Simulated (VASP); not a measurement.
Set up this calculation in VASP 6.6.1, as the native input.

```
Task                   : single point
Functional             : LDA
Potentials or basis    : VASP PAW LDA potentials, release 64 (Hf_pv, O)
Cutoff                 : 520 eV
k mesh                 : 6 × 6 × 8
Occupations            : gaussian, width 0.05 eV
Spin                   : no spin polarisation
Dipole correction      : no
Further INCAR settings : ALGO = Normal; EDIFF = 1e-07; NBANDS = 31
```

The structure of HfO2 lies in POSCAR:

```
HfO2
1.0
    4.5973431746      0.0000000000      0.0000000000
    0.0000000000      4.7888991402      0.0000000000
    0.0000000000      0.0000000000      3.1858186410
Hf O
2 4
Direct
    0.0000000000      0.0000000000      0.0000000000
    0.5000000000      0.5000000000      0.5000000000
    0.1951075730      0.8048924270      0.5000000000
    0.3048924270      0.3048924270      0.0000000000
    0.6951075730      0.6951075730      0.0000000000
    0.8048924270      0.1951075730      0.5000000000
```

This cell differs from its parent crystal: strain -0.0400 x Voigt [1, 0, 0, 0, 0, 0].

One way to write it, as run:

INCAR

```
SYSTEM = HfO2
  PREC = Accurate
  ENCUT = 520
  EDIFF = 1E-7
  ISMEAR = 0
  SIGMA = 0.05
  LREAL = .FALSE.
  LASPH = .TRUE.
  NELM = 80
  ALGO = Normal
  ISIF = 2
  LWAVE = .FALSE.
  LCHARG = .FALSE.
  NBANDS = 31
```

KPOINTS

```
regular mesh
0
G
  6 6 8
  0 0 0
```

Potentials or basis: VASP PAW LDA potentials, release 64 (Hf_pv, O).

Run with:

```console
$ cat potpaw_LDA.64/Hf_pv/POTCAR potpaw_LDA.64/O/POTCAR > POTCAR
$ mpirun -np 1 vasp_std > vasp.out
```

Results of the run:

```yaml
Pressure: 7.5 GPa
Largest_force: 0.110 eV/Å
Band_gap_on_the_k_mesh: 3.98 eV
```

Caveat: the cell differs from its parent crystal (strain -0.0400 x Voigt [1, 0, 0, 0, 0, 0]); the cell stands under pressure; spin-orbit coupling is left out, which moves the levels of the heavy elements.

It took 2.5 min on 1 thread of Intel Xeon 8259CL, with other jobs on the host, peak memory 0.26 GiB.
